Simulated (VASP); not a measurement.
# Sb (Fd-3m) in VASP: notebook

Runs on Sb. Level: PBEsol. Tasks: single point, relaxation of cell and atoms.

All numbers are computed with VASP 6.6.1; they aren't measurements. Logs are shortened: lines on timing, memory, paths and dates and some standing lists are left out, and cuts for length are marked.

**1. The cell of the first run**

It takes space group Fd-3m (No. 227, cubic). The conventional cell has a = 6.806 Å, b = 6.806 Å, c = 6.806 Å, α = 90.00°, β = 90.00°, γ = 90.00°. Sb (site symmetry -43m) has 4 Sb at 2.95 Å within 3.9 Å.

This isn't the form of Sb at room conditions, which is rhombohedral.

**2. Single point, PBEsol**

INCAR reads:

```
PREC = Accurate
ENCUT = 520
EDIFF = 1E-7
ISMEAR = 0
SIGMA = 0.1
LREAL = False
LASPH = True
NELM = 80
ALGO = Normal
ISIF = 2
LWAVE = False
LCHARG = True
GGA = PS
LELF = True
LVHAR = True
NBANDS = 12
```

KPOINTS reads:

```
Automatic mesh
0
Gamma
  4 4 4
```

POSCAR reads:

```
Sb
1.0
    0.0000000000      3.4029968061      3.4029968061
    3.4029968061      0.0000000000      3.4029968061
    3.4029968061      3.4029968061      0.0000000000
Sb
2
Direct
    0.5000000000      0.5000000000      0.5000000000
    0.7500000000      0.7500000000      0.7500000000
```

Potentials or basis: VASP PAW PBE potentials, release 64 (Sb).

Run with:

```sh
cat potpaw_PBE.64/Sb/POTCAR > POTCAR
mpirun -np 1 vasp_std > vasp.out
```

OUTCAR:

```text
PREC = Accurate
   ENCUT = 520
   EDIFF = 1E-7
   ISMEAR = 0
   LREAL = False
   LASPH = True
   NELM = 80
   ISIF = 2
   GGA = PS

 ion  position               nearest neighbor table
   1  0.500  0.500  0.500-   2 2.95   2 2.95   2 2.95   2 2.95
   2  0.750  0.750  0.750-   1 2.95   1 2.95   1 2.95   1 2.95

  LATTYP: Found a face centered cubic cell.
 ALAT       =     6.8059936122

  Lattice vectors:

 A1 = (   0.0000000000,   3.4029968061,   3.4029968061)
 A2 = (   3.4029968061,   0.0000000000,   3.4029968061)
 A3 = (   3.4029968061,   3.4029968061,   0.0000000000)

Analysis of symmetry for initial positions (statically):
=====================================================================
 Subroutine PRICEL returns:
 Original cell was already a primitive cell.

 Routine SETGRP: Setting up the symmetry group for a
 face centered cubic supercell.

 Subroutine GETGRP returns: Found 48 space group operations
 (whereof 24 operations were pure point group operations)
 out of a pool of 48 trial point group operations.

The static configuration has the point symmetry T_d .
 The point group associated with its full space group is O_h .

Analysis of symmetry for dynamics (positions and initial velocities):
=====================================================================
 Subroutine PRICEL returns:
 Original cell was already a primitive cell.

 Routine SETGRP: Setting up the symmetry group for a
 face centered cubic supercell.

 Subroutine GETGRP returns: Found 48 space group operations
 (whereof 24 operations were pure point group operations)
 out of a pool of 48 trial point group operations.

The dynamic configuration has the point symmetry T_d .
 The point group associated with its full space group is O_h .

 Subroutine INISYM returns: Found 48 space group operations
 (whereof 24 operations are pure point group operations),
 and found     1 'primitive' translations

----------------------------------------------------------------------------------------

                                     Primitive cell

  volume of cell :      78.8160

  direct lattice vectors                    reciprocal lattice vectors
     0.000000000  3.402996806  3.402996806    -0.146929318  0.146929318  0.146929318
     3.402996806  0.000000000  3.402996806     0.146929318 -0.146929318  0.146929318
     3.402996806  3.402996806  0.000000000     0.146929318  0.146929318 -0.146929318

  length of vectors
     4.812564236  4.812564236  4.812564236     0.254489044  0.254489044  0.254489044

  position of ions in fractional coordinates (direct lattice)
     0.500000000  0.500000000  0.500000000
     0.750000000  0.750000000  0.750000000

  ion indices of the primitive-cell ions
   primitive index   ion index
                 1           1
                 2           2

----------------------------------------------------------------------------------------

 KPOINTS: Automatic mesh

Automatic generation of k-mesh.
 Grid dimensions read from file:
 generate k-points for:    4    4    4

 Generating k-lattice:

  Cartesian coordinates                     Fractional coordinates (reciprocal lattice)
    -0.036732330  0.036732330  0.036732330     0.250000000  0.000000000  0.000000000
     0.036732330 -0.036732330  0.036732330     0.000000000  0.250000000  0.000000000
     0.036732330  0.036732330 -0.036732330     0.000000000  0.000000000  0.250000000

  Length of vectors
     0.063622261  0.063622261  0.063622261

  Shift w.r.t. Gamma in fractional coordinates (k-lattice)
     0.000000000  0.000000000  0.000000000

 Subroutine IBZKPT returns following result:
 ===========================================

 Found      8 irreducible k-points:

 Following reciprocal coordinates:
            Coordinates               Weight
  0.000000  0.000000  0.000000      1.000000
  0.250000  0.000000  0.000000      8.000000
  0.500000  0.000000  0.000000      4.000000
  0.250000  0.250000  0.000000      6.000000
  0.500000  0.250000  0.000000     24.000000
 -0.250000  0.250000  0.000000     12.000000
  0.500000  0.500000  0.000000      3.000000
 -0.250000  0.500000  0.250000      6.000000
   k-points           NKPTS =      8   k-points in BZ     NKDIM =      8   number of bands    NBANDS=     12
   number of dos      NEDOS =    301   number of ions     NIONS =      2
   total plane-waves  NPLWV =  46656
   dimension x,y,z NGX =    36 NGY =   36 NGZ =   36
   dimension x,y,z NGXF=    72 NGYF=   72 NGZF=   72
   ions per type =               2
   NGX,Y,Z   is equivalent  to a cutoff of  12.44, 12.44, 12.44 a.u.
   NGXF,Y,Z  is equivalent  to a cutoff of  24.87, 24.87, 24.87 a.u.
 SYSTEM =  unknown system
   PREC   = accura    normal or accurate (medium, high low for compatibility)
   ISTART =      0    job   : 0-new  1-cont  2-samecut
   ICHARG =      2    charge: 1-file 2-atom 10-const
   ISPIN  =      1    spin polarized calculation?
   LNONCOLLINEAR =      F non collinear calculations
   LSORBIT =      F    spin-orbit coupling
   LASPH  =      T    aspherical Exc in radial PAW
   ENCUT  =  520.0 eV  38.22 Ry    6.18 a.u.   8.95  8.95  8.95*2*pi/ulx,y,z
   NELM   =     80;   NELMIN=  2; NELMDL= -5     # of ELM steps
   EDIFF  = 0.1E-06   stopping-criterion for ELM
   LREAL  =      F    real-space projection
   EDIFFG = 0.1E-05   stopping-criterion for IOM
   NSW    =      0    number of steps for IOM
   IBRION =     -1    ionic relax: 0-MD 1-quasi-New 2-CG
   NFREE  =      0    steps in history (QN), initial steepest desc. (CG)
   ISIF   =      2    stress and relaxation
   ISYM   =      2    0-nonsym 1-usesym 2-fastsym
   POTIM  = 0.5000    time-step for ionic-motion
   TEBEG  =    0.0;   TEEND  =   0.0 temperature during run
   PSTRESS=    0.0 pullay stress
   NELECT =      10.0000    total number of electrons
   NUPDOWN=      -1.0000    fix difference up-down
   EMIN   =  10.00;   EMAX   =-10.00  energy-range for DOS
   EFERMI =   0.00;   METHOD = LEGACY
   ISMEAR =     0;   SIGMA  =   0.10  broadening in eV -4-tet -1-fermi 0-gaus
   EFERMI_NEDOS =   21; number of points for ismear=-14 and -15
   IALGO  =     38    algorithm
   IMIX   =      4    mixing-type and parameters
     AMIX     =   0.40;   BMIX     =  1.00
     AMIX_MAG =   1.60;   BMIX_MAG =  1.00
  volume/ion in A,a.u.               =      39.41       265.94
  Fermi-wavevector in a.u.,A,eV,Ry     =   0.822628  1.554541  9.207283  0.676716
  Thomas-Fermi vector in A             =   1.933996
   LORBIT       =      0    0 simple, 1 ext, 2 COOP (PROOUT), +10 PAW based schemes
   GGA     = PS    functional components
   LHFCALC =     F    Hartree Fock is set to
   AEXX    =    0.0000 exact exchange contribution
   IVDW    =     0    specifies the selected vdW correction
   LEPSILON=     F    determine dielectric tensor
   LRPA    =     F    only Hartree local field effects (RPA)
 non-spin polarized calculation
 Gauss-broadening in eV      SIGMA  =   0.10
  energy-cutoff  :      520.00
  volume of cell :       78.82
 maximum number of plane-waves:      2148
   NGX = 17   NGY = 17   NGZ = 17

 number of electron      10.0000000 magnetization

 Free energy of the ion-electron system (eV)
  ---------------------------------------------------
  ext. energy  EPLUGINS =         0.00000000
  ---------------------------------------------------
  free energy    TOTEN  =        -8.48486041 eV

  energy without entropy =       -8.47629449  energy(sigma->0) =       -8.48057745

 E-fermi :   4.0835     XC(G=0):  -8.3716

 val. band max:        4.0386246146   @ k =   0.2500   0.2500   0.0000
 cond. band min:       4.9098309719   @ k =   0.0000   0.0000   0.0000
 fundamental gap:      0.8712063572
 Fermi energy:         4.0835283144

 k-point     1 :       0.0000    0.0000    0.0000
  band No.  band energies     occupation
      1      -7.4977      2.00000
      2      -0.6244      2.00000
      3       2.5384      2.00000
      4       2.5384      2.00000
      5       2.5384      2.00000
      6       4.9098      0.00000
      7       4.9098      0.00000
      8       4.9098      0.00000
      9       8.2401      0.00000
     10      10.8235      0.00000
     11      10.8235      0.00000
     12      11.9288      0.00000

 k-point     2 :       0.2500    0.0000    0.0000
  band No.  band energies     occupation
      1      -7.0512      2.00000
      2      -2.2833      2.00000
      3       2.0357      2.00000
      4       2.0357      2.00000
      5       2.4405      2.00000
      6       5.6314      0.00000
      7       5.6314      0.00000
      8       6.3274      0.00000
      9       9.6180      0.00000
     10      10.1276      0.00000
     11      10.1276      0.00000
     12      11.5123      0.00000

 k-point     3 :       0.5000    0.0000    0.0000
  band No.  band energies     occupation
      1      -6.3304      2.00000
      2      -3.7944      2.00000
      3       1.6963      2.00000
      4       1.6963      2.00000
      5       2.1235      2.00000
      6       5.9968      0.00000
      7       5.9968      0.00000
      8       8.7215      0.00000
      9      10.0303      0.00000
     10      10.7812      0.00000
     11      11.4776      0.00000
     12      11.4776      0.00000

 k-point     4 :       0.2500    0.2500    0.0000
  band No.  band energies     occupation
      1      -6.8787      2.00000
      2      -2.6086      2.00000
      3       1.4109      2.00000
      4       1.4109      2.00000
      5       4.0320      1.53358
      6       4.0386      1.47459
      7       6.8474      0.00000
      8       6.8474      0.00000
      9       8.7360      0.00000
     10      10.6156      0.00000
     11      11.4880      0.00000
     12      13.3298      0.00000

 k-point     5 :       0.5000    0.2500    0.0000
  band No.  band energies     occupation
      1      -6.0228      2.00000
      2      -4.0967      2.00000
      3       0.4662      2.00000
      4       1.1619      2.00000
      5       3.8618      1.99828
      6       5.4777      0.00000
      7       7.2781      0.00000
      8       7.3574      0.00000
      9      10.1208      0.00000
     10      11.1110      0.00000
     11      11.7087      0.00000
     12      12.5800      0.00000

 k-point     6 :      -0.2500    0.2500    0.0000
  band No.  band energies     occupation
      1      -6.3809      2.00000
      2      -3.5724      2.00000
      3       0.4430      2.00000
      4       1.6622      2.00000
      5       3.6672      2.00000
      6       6.2897      0.00000
      7       6.3612      0.00000
      8       6.8768      0.00000
      9       9.7196      0.00000
     10      10.1132      0.00000
     11      11.5993      0.00000
     12      12.7567      0.00000

 k-point     7 :       0.5000    0.5000    0.0000
  band No.  band energies     occupation
      1      -5.1297      2.00000
      2      -5.1297      2.00000
      3       0.7668      2.00000
      4       0.7668      2.00000
      5       3.8562      1.99870
      6       3.8562      1.99870
      7       8.9406      0.00000
      8       8.9406      0.00000
      9      10.7871      0.00000
     10      10.7871      0.00000
     11      12.7553      0.00000
     12      12.7553      0.00000

 k-point     8 :      -0.2500    0.5000    0.2500
  band No.  band energies     occupation
      1      -5.1137      2.00000
      2      -5.1137      2.00000
      3       0.4335      2.00000
      4       0.4335      2.00000
      5       5.3316      0.00000
      6       5.3316      0.00000
      7       6.9825      0.00000
      8       6.9825      0.00000
      9      10.6476      0.00000
     10      10.6476      0.00000
     11      12.5929      0.00000
     12      12.5929      0.00000

------------------------ aborting loop because EDIFF is reached ----------------------------------------

  FORCE on cell =-STRESS in cart. coord.  units (eV):
  Direction    XX          YY          ZZ          XY          YZ          ZX
  --------------------------------------------------------------------------------------
  -------------------------------------------------------------------------------------
  Total        0.0794160      0.0794160      0.0794160      0.0000000      0.0000000      0.0000000
  in kB        1.6143741      1.6143741      1.6143741      0.0000000      0.0000000      0.0000000
  external PRESSURE =       1.6143741 kB  Pullay stress =       0.0000000 kB

 VOLUME and BASIS-vectors are now :
 -----------------------------------------------------------------------------
  energy-cutoff  :      520.00
  volume of cell :       78.82
      direct lattice vectors                 reciprocal lattice vectors
     0.000000000  3.402996806  3.402996806    -0.146929318  0.146929318  0.146929318
     3.402996806  0.000000000  3.402996806     0.146929318 -0.146929318  0.146929318
     3.402996806  3.402996806  0.000000000     0.146929318  0.146929318 -0.146929318

 POSITION                                       TOTAL-FORCE (eV/Angst)
 -----------------------------------------------------------------------------------
      3.40300      3.40300      3.40300         0.000000      0.000000      0.000000
      5.10450      5.10450      5.10450        -0.000000     -0.000000     -0.000000
 -----------------------------------------------------------------------------------
    total drift:                                0.000000      0.000000      0.000000

  FREE ENERGIE OF THE ION-ELECTRON SYSTEM (eV)
  ---------------------------------------------------
  free  energy   TOTEN  =        -8.4848604108 eV

  energy  without entropy=       -8.4762944919  energy(sigma->0) =       -8.48057745
```

It took 7.9 s on 1 thread of Intel Xeon 8259CL, shared host; peak memory 0.19 GiB.

Results:

- Free energy: -8.4849 eV
- Pressure: 0.2 GPa
- Band gap on the k mesh: zero (bands 5 and 6 overlap by 1.48 eV)

Levels at points of the mesh, in eV from the Fermi level:
```
           k point  band 2  band 3  band 4  band 5  band 6  band 7  band 8  band 9
(0.00, 0.00, 0.00)   -4.71   -1.55   -1.55   -1.55    0.83    0.83    0.83    4.16
(0.50, 0.00, 0.00)   -7.88   -2.39   -2.39   -1.96    1.91    1.91    4.64    5.95
(0.50, 0.50, 0.00)   -9.21   -3.32   -3.32   -0.23   -0.23    4.86    4.86    6.70
```

Caveat: the k points lie up to 0.40 Å⁻¹ apart, too coarse for converged energies and pressures of a metal; the PAW data sets were made with another functional, which shifts forces and pressure a little; spin-orbit coupling is left out, which moves the levels of the heavy elements.

**3. Relaxation of cell and atoms, PBEsol**

This run uses another cell than the first one, of 34.16 Å³/atom.

INCAR reads:

```
SYSTEM = Sb
PREC = Accurate ; ENCUT = 600
EDIFF = 1E-6 ; ISMEAR = 0
SIGMA = 0.1 ; LREAL = .FALSE.
LASPH = .TRUE. ; NELM = 80
ALGO = Normal ; ISIF = 3
LWAVE = .FALSE. ; LCHARG = .FALSE.
GGA = PS ; IBRION = 2
NSW = 90 ; EDIFFG = -0.04
```

KPOINTS reads:

```
Automatic mesh
0
G
  4 4 4
  0 0 0
```

POSCAR reads:

```
Sb
1.0
    0.0000000000      3.2448122108      3.2448122108
    3.2448122108      0.0000000000      3.2448122108
    3.2448122108      3.2448122108      0.0000000000
Sb
2
Direct
    0.5000000000      0.5000000000      0.5000000000
    0.7500000000      0.7500000000      0.7500000000
```

Potentials or basis: VASP PAW PBE potentials, release 64 (Sb).

Run with:

```sh
cat potpaw_PBE.64/Sb/POTCAR > POTCAR
mpirun -np 1 vasp_std > vasp.out
```

Wall time 32 s (1 thread of Intel Xeon 8259CL, shared host); peak memory 0.23 GiB.

It converged, with:

```yaml
Free_energy: -8.4848 eV
Relaxed_volume: 39.49 Å³/atom
Relaxed_cell: a = 4.816 Å, b = 4.816 Å, c = 4.816 Å, α = 60.00°, β = 60.00°, γ = 60.00°
Space_group_after_relaxing_to_0.1_Å: Fd-3m (No. 227)
Energy_gained_by_relaxing: 99.9 meV/atom
Ionic_steps: 3
Pressure_after_relaxing: 0.1 GPa
Band_gap_on_the_k_mesh: zero (bands 5 and 6 overlap by 1.47 eV)
```

Step by step:
```csv
step,energy change (eV),largest force (eV/Å),pressure (GPa),volume (Å³)
1,0.0000,0.0000,6.97,68.33
2,-0.1726,0.0000,-1.78,84.10
3,-0.1999,0.0000,0.10,78.97
```

Final structure:
```
CELL_PARAMETERS angstrom
0.00000 3.40525 3.40525
3.40525 0.00000 3.40525
3.40525 3.40525 0.00000
ATOMIC_POSITIONS crystal
Sb 0.50000 0.50000 0.50000
Sb 0.75000 0.75000 0.75000
```

Levels at points of the mesh, in eV from the Fermi level:
```tsv
k point	band 3	band 4	band 5	band 6	band 7	band 8
(0.00, 0.00, 0.00)	-1.54	-1.54	-1.54	0.83	0.83	0.83
(0.50, 0.00, 0.00)	-2.38	-2.38	-1.96	1.91	1.91	4.63
(0.50, 0.50, 0.00)	-3.31	-3.31	-0.23	-0.23	4.85	4.85
```

Caveat: the k points lie up to 0.40 Å⁻¹ apart in the final cell, too coarse for converged energies and pressures of a metal; the volume moved by over 15 % at a fixed basis, so the end points are rough; the PAW data sets were made with another functional, which shifts forces and pressure a little; spin-orbit coupling is left out, which moves the levels of the heavy elements.
